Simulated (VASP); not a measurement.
# Al2O3 (P-3m1) in VASP: notebook, part 2 of 2

VASP 6.6.1. The steps go on from the part before.

**5. Single point, LDA**

This run uses another cell than the first one, of 11.18 Å³/atom, 0.900 times its volume.

INCAR reads:

```
  ALGO = Normal
  EDIFF = 1E-6
  ENCUT = 520
  GGA = CA
  ISIF = 2
  ISMEAR = -1
  LASPH = True
  LCHARG = False
  LREAL = False
  LWAVE = False
  NBANDS = 20
  NELM = 100
  PREC = Accurate
  SIGMA = 0.05
```

KPOINTS reads:

```
k-points
0
Gamma
  10 10 4
```

POSCAR reads:

```
Al2O3
1.0
    2.9626063010      0.0000000000      0.0000000000
   -1.4813031505      2.5656923181      0.0000000000
    0.0000000000      0.0000000000      7.3536928467
Al O
2 3
Direct
    0.0000000000      0.0000000000      0.7255809273
    0.0000000000      0.0000000000      0.2744190727
    0.0000000000      0.0000000000      0.5000000000
    0.6666666667      0.3333333333      0.8047731877
    0.3333333333      0.6666666667      0.1952268123
```

Potentials or basis: VASP PAW LDA potentials, release 64 (Al, O).

Started as:

```
cat potpaw_LDA.64/Al/POTCAR potpaw_LDA.64/O/POTCAR > POTCAR
mpirun -np 1 vasp_std > vasp.out
```

OUTCAR:

```text
EDIFF = 1E-6
   ENCUT = 520
   GGA = CA
   ISIF = 2
   ISMEAR = -1
   LASPH = True
   LREAL = False
   NELM = 100
   PREC = Accurate

 ion  position               nearest neighbor table
   1  0.000  0.000  0.726-   3 1.66   4 1.81   4 1.81   4 1.81   2 3.32
   2  0.000  0.000  0.274-   3 1.66   5 1.81   5 1.81   5 1.81   1 3.32
   3  0.000  0.000  0.500-   1 1.66   2 1.66
   4  0.667  0.333  0.805-   1 1.81   1 1.81   1 1.81
   5  0.333  0.667  0.195-   2 1.81   2 1.81   2 1.81

  LATTYP: Found a hexagonal cell.
[... 754 lines left out ...]
  --------------------------------------------------------------------------------------
  -------------------------------------------------------------------------------------
  Total        0.2490282      0.2490282      0.5569198      0.0000000      0.0000000      0.0000000
  in kB        7.1379754      7.1379754     15.9631742      0.0000000      0.0000000      0.0000000
  external PRESSURE =      10.0797083 kB  Pullay stress =       0.0000000 kB

 VOLUME and BASIS-vectors are now :
 -----------------------------------------------------------------------------
  energy-cutoff  :      520.00
  volume of cell :       55.90
      direct lattice vectors                 reciprocal lattice vectors
     2.962606301  0.000000000  0.000000000     0.337540631  0.194879174  0.000000000
    -1.481303151  2.565692318  0.000000000     0.000000000  0.389758348  0.000000000
     0.000000000  0.000000000  7.353692847     0.000000000  0.000000000  0.135986099

 POSITION                                       TOTAL-FORCE (eV/Angst)
 -----------------------------------------------------------------------------------
      0.00000      0.00000      5.33570         0.000000      0.000000      0.136960
      0.00000      0.00000      2.01799        -0.000000      0.000000     -0.136960
      0.00000      0.00000      3.67685        -0.000000      0.000000      0.000000
      1.48130      0.85523      5.91805         0.000000      0.000000      0.038884
     -0.00000      1.71046      1.43564        -0.000000      0.000000     -0.038884
 -----------------------------------------------------------------------------------
    total drift:                                0.000000     -0.000000     -0.000000

  FREE ENERGIE OF THE ION-ELECTRON SYSTEM (eV)
  ---------------------------------------------------
  free  energy   TOTEN  =       -39.7504064483 eV

  energy  without entropy=      -39.7504064483  energy(sigma->0) =      -39.75040645
```

OSZICAR:

```text
N       E                     dE             d eps       ncg     rms          rms(c)
DAV:   1     0.969301107154E+02    0.96930E+02   -0.12683E+04  2008   0.110E+03
DAV:   2    -0.392677674363E+02   -0.13620E+03   -0.13122E+03  2404   0.243E+02
DAV:   3    -0.455423435246E+02   -0.62746E+01   -0.62552E+01  2600   0.538E+01
DAV:   4    -0.455832296114E+02   -0.40886E-01   -0.40877E-01  2536   0.485E+00
DAV:   5    -0.455835996891E+02   -0.37008E-03   -0.37007E-03  2556   0.444E-01    0.140E+01
DAV:   6    -0.400226668445E+02    0.55609E+01   -0.18217E+01  2240   0.291E+01    0.548E+00
DAV:   7    -0.398750591115E+02    0.14761E+00   -0.59104E-01  2420   0.546E+00    0.266E+00
DAV:   8    -0.397727838796E+02    0.10228E+00   -0.87079E-02  2468   0.260E+00    0.941E-01
DAV:   9    -0.397503431414E+02    0.22441E-01   -0.35493E-02  2616   0.171E+00    0.186E-01
DAV:  10    -0.397505437724E+02   -0.20063E-03   -0.47121E-03  2356   0.499E-01    0.132E-01
DAV:  11    -0.397504297160E+02    0.11406E-03   -0.49321E-04  2632   0.144E-01    0.283E-02
DAV:  12    -0.397504070390E+02    0.22677E-04   -0.87062E-05  2740   0.841E-02    0.824E-03
DAV:  13    -0.397504063381E+02    0.70088E-06   -0.13576E-05  2532   0.282E-02    0.448E-03
DAV:  14    -0.397504064483E+02   -0.11017E-06   -0.93659E-07  1572   0.732E-03
   1 F= -.39750406E+02 E0= -.39750406E+02  d E =-.127349E-10
```

Run time: 31 s. Hardware: 1 thread of Intel Xeon Platinum 8488C (Sapphire Rapids), shared host; peak memory 0.18 GiB.

Results:

```yaml
Free_energy: -39.7504 eV
Pressure: 1.0 GPa
Largest_force: 0.137 eV/Å
Band_gap_on_the_k_mesh: 2.49 eV, direct
```

Forces on the atoms (eV/Å):
```
Al   0.000  0.000  0.137
Al   0.000  0.000 -0.137
O    0.000  0.000  0.000
O    0.000  0.000  0.039
O    0.000  0.000 -0.039
```

Stress tensor (GPa, compression positive):
```
0.71 0.00 0.00
0.00 0.71 0.00
0.00 0.00 1.60
```

Levels at points of the mesh, in eV from the valence-band top:
```csv
k point,band 10,band 11,band 12,band 13,band 14,band 15
"(0.00, 0.00, 0.00)",-2.39,0.00,0.00,2.49,4.61,7.49
"(0.50, 0.00, 0.00)",-3.25,-1.93,-0.54,4.41,6.25,8.24
"(0.00, 0.00, 0.50)",-3.34,0.00,0.00,3.44,3.66,8.25
"(0.50, 0.00, 0.50)",-3.56,-1.83,-0.53,4.99,5.46,8.31
```

**6. Single point, PBEsol**

This run uses another cell than the first one, of 12.33 Å³/atom, 0.993 times its volume.

INCAR reads:

```
  PREC = Accurate
  ENCUT = 520
  EDIFF = 1E-6
  ISMEAR = -1
  SIGMA = 0.05
  LREAL = False
  LASPH = True
  NELM = 80
  ALGO = Normal
  ISIF = 2
  LWAVE = False
  LCHARG = True
  GGA = PS
  LELF = True
  LVHAR = True
  NBANDS = 20
```

KPOINTS reads:

```
regular mesh
0
Gamma
  10 10 4
```

POSCAR reads:

```
Al2O3
1.0
    2.9884966618      0.0000000000      0.0000000000
   -1.4942483309      2.5881140283      0.0000000000
    0.0000000000      0.0000000000      7.9722162958
Al O
2 3
Direct
    0.0000000000      0.0000000000      0.7096281339
    0.0000000000      0.0000000000      0.2903718661
    0.0000000000      0.0000000000      0.5000000000
    0.6666666667      0.3333333333      0.7841668416
    0.3333333333      0.6666666667      0.2158331584
```

Potentials or basis: VASP PAW PBE potentials, release 64 (Al, O).

Started as:

```
cat potpaw_PBE.64/Al/POTCAR potpaw_PBE.64/O/POTCAR > POTCAR
mpirun -np 1 vasp_std > vasp.out
```

Run time: 38 s. Hardware: 1 thread of Intel Xeon Platinum 8488C (Sapphire Rapids), shared host; peak memory 0.19 GiB.

Results (log left out):

```
Free energy            : -37.7479 eV
Pressure               : 0.3 GPa
Largest force          : 0.091 eV/Å
Band gap on the k mesh : 2.39 eV, direct
```

Forces on the atoms (eV/Å):
```
Al   0.000  0.000  0.091
Al   0.000  0.000 -0.091
O    0.000  0.000  0.000
O    0.000  0.000  0.001
O    0.000  0.000 -0.001
```

Stress tensor (GPa, compression positive):
```
0.10 0.00 0.00
0.00 0.10 0.00
0.00 0.00 0.66
```

Levels at points of the mesh, in eV from the valence-band top:
```
           k point  band 9  band 10  band 11  band 12  band 13  band 14  band 15  band 16
(0.00, 0.00, 0.00)   -3.77    -2.57     0.00     0.00     2.39     4.21     7.07     9.60
(0.50, 0.00, 0.00)   -3.60    -3.24    -1.83    -0.51     4.60     6.09     8.33     8.84
(0.00, 0.00, 0.50)   -3.77    -3.04     0.00     0.00     3.22     3.31     8.04     8.06
(0.50, 0.00, 0.50)   -3.55    -3.36    -1.79    -0.51     4.88     5.71     8.18     8.64
```

Caveat: the PAW data sets were made with another functional, which shifts forces and pressure a little. A k mesh can miss the band edges.

**7. The runs side by side**

| level | potentials or basis | cell | gap on the mesh (eV) | pressure (GPa) | largest force (eV/Å) |
| --- | --- | --- | --- | --- | --- |
| LDA | VASP PAW LDA potentials, release 64 (Al, O) | a = 3.057, b = 3.057, c = 7.674 Å, angles 90.0, 90.0, 120.0°, 5 atoms | 1.92 | -12.9 | 0.71 |
| PBEsol | VASP PAW PBE potentials, release 64 (Al, O) | a = 3.057, b = 3.057, c = 7.674 Å, angles 90.0, 90.0, 120.0°, 5 atoms | 1.92 | -9.1 | 0.48 |
| LDA | VASP PAW LDA potentials, release 64 (Al, O) | a = 2.963, b = 2.963, c = 7.354 Å, angles 90.0, 90.0, 120.0°, 5 atoms | 2.49 | 1.0 | 0.14 |
| PBEsol | VASP PAW PBE potentials, release 64 (Al, O) | a = 2.988, b = 2.988, c = 7.972 Å, angles 90.0, 90.0, 120.0°, 5 atoms | 2.39 | 0.3 | 0.09 |

Alike in all rows: task single point; no spin polarisation; k mesh 10 × 10 × 4; cutoff (eV) 520; smearing fermi-dirac 0.05 eV.

Caveats: the PAW data sets were made with another functional, which shifts forces and pressure a little (some runs).

Absolute energies hang on the potentials; compare differences alone.
